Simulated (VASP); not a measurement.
A run of VASP 6.6.1:

Contents of INCAR:

```
ALGO = Normal
EDIFF = 1E-6
EDIFFG = -0.005
ENCUT = 600
GGA = PS
IBRION = 2
ISIF = 3
ISMEAR = 0
LASPH = True
LCHARG = False
LREAL = False
LWAVE = False
NELM = 100
NSW = 100
PREC = Accurate
SIGMA = 0.1
```

Contents of KPOINTS:

```
k-points
0
Gamma
  15 15 8
```

POSCAR

```
PtSe2
1.0
    3.7240002924      0.0000000000      0.0000000000
   -1.8620001462      3.2250788569      0.0000000000
    0.0000000000      0.0000000000      5.0619995757
Pt Se
1 2
Direct
    0.0000000000      0.0000000000      0.0000000000
    0.3333333333      0.6666666667      0.2500000000
    0.6666666667      0.3333333333      0.7500000000
```

Potentials or basis: VASP PAW PBE potentials, release 64 (Pt, Se).

Command:

```console
$ cat potpaw_PBE.64/Pt/POTCAR potpaw_PBE.64/Se/POTCAR > POTCAR
$ mpirun -np 1 vasp_std > vasp.out
```

Hardware: 1 thread of Intel(R) Xeon(R) Platinum 8259CL CPU @ 2.50GHz (Skylake/Cascade Lake) (shared host).

Question: How long does it take, and how much memory?

Answer: Run time: 20 min on 1 thread of Intel(R) Xeon(R) Platinum 8259CL CPU @ 2.50GHz (Skylake/Cascade Lake), with other jobs on the host, peak memory 0.39 GiB. Counts: scf iterations 108, k points 192, ion steps 16.
